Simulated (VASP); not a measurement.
Input of a VASP 6.6.1 run:

INCAR

```
SYSTEM = Al12C
PREC     = Accurate       ! precision mode
ENCUT    = 520            ! plane-wave cutoff, eV
EDIFF    = 1E-6           ! SCF threshold, eV
ISMEAR   = 0              ! smearing method
SIGMA    = 0.1            ! smearing width, eV
LREAL    = .False.        ! projectors in reciprocal space
LASPH    = .True.         ! aspherical terms in the spheres
NELM     = 80             ! most SCF steps
ALGO     = Normal         ! electronic algorithm
ISIF     = 2              ! what is computed and relaxed
LWAVE    = .False.        ! write WAVECAR
LCHARG   = .False.        ! write CHGCAR
LDIPOL   = .True.       
IDIPOL   = 3            
DIPOL    = 0.5 0.5 0.330
GGA      = PE             ! functional
NBANDS   = 32             ! bands
```

Contents of KPOINTS:

```
Automatic mesh
0
Gamma
  6 6 1
  0 0 0
```

Contents of POSCAR:

```
Al12C
1.0
    5.7135165837      0.0000000000      0.0000000000
   -2.8567582918      4.9480505064      0.0000000000
    0.0000000000      0.0000000000     20.1013782189
Al C
12 1
Direct
    0.3333333333      0.1666666667      0.1989913307
    0.3333333333      0.6666666667      0.1989913307
    0.8333333333      0.1666666667      0.1989913307
    0.8333333333      0.6666666667      0.1989913307
    0.1666666667      0.3333333333      0.3134471524
    0.1666666667      0.8333333333      0.3134471524
    0.6666666667      0.3333333333      0.3134471524
    0.6666666667      0.8333333333      0.3134471524
    0.0000000000      0.0000000000      0.4278999243
    0.0000000000      0.5000000000      0.4278999243
    0.5000000000      0.0000000000      0.4278999243
    0.5000000000      0.5000000000      0.4278999243
    0.0000000000      0.0000000000      0.5221574846
```

Potentials or basis: VASP PAW PBE potentials, release 64 (Al, C).

Run with:

```console
$ cat potpaw_PBE.64/Al/POTCAR potpaw_PBE.64/C/POTCAR > POTCAR
$ mpirun -np 1 vasp_std > vasp.out
```

Estimate the largest force.

0.990 eV/Å.

What does it give for the band gap on the k mesh?

Zero (bands 20 and 21 overlap by 0.64 eV).

Forces on the atoms (eV/Å):
```
Al  -0.063 -0.037 -0.093
Al   0.000  0.000  0.002
Al   0.063 -0.037 -0.093
Al   0.000  0.073 -0.093
Al   0.000 -0.085  0.044
Al  -0.073  0.042  0.044
Al   0.000  0.000  0.064
Al   0.073  0.042  0.044
Al   0.000  0.000 -0.990
Al   0.083  0.048  0.353
Al   0.000 -0.096  0.353
Al  -0.083  0.048  0.353
C    0.000  0.000  0.013
```
